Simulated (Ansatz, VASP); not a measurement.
**Bi: VASP beside Ansatz**

```xyz
2
Lattice="2.2900 1.3222 4.0646 -2.2900 1.3222 4.0646 0.0000 -2.6443 4.0646" Properties=species:S:1:pos:R:3 pbc="T T T"
Bi    0.0000    0.0000    9.3456
Bi    0.0000    0.0000    2.8480
```

Alike in both runs: task single point; functional PBE; k mesh 14 × 14 × 14; occupations fermi-dirac, width 0.05 eV; no spin polarisation.

|  | VASP | Ansatz |
| --- | --- | --- |
| version | VASP 6.6.1 | Ansatz 0.2.0 |
| potentials or method | VASP PAW PBE potentials, release 64 (Bi_d), cutoff 520 eV | all-electron LAPW, non-relativistic |

|  | VASP | Ansatz | Ansatz less VASP |
| --- | --- | --- | --- |
| pressure (GPa) | 0.0 | 1.9 | +1.92 |
| traceless stress, the component that is largest in VASP (GPa) | 0.00 | -0.72 | -0.724 |
| rms of the force components (eV/Å) | 0.003 | 0.178 | +0.1754 |

Atom by atom the forces differ by 0.175 eV/Å (rms over components). One of these differences is far larger than is usual between the two programs; its cause wasn't traced. Ansatz ran all-electron here, and VASP with PAW potentials.

Neither program's run includes spin-orbit coupling.
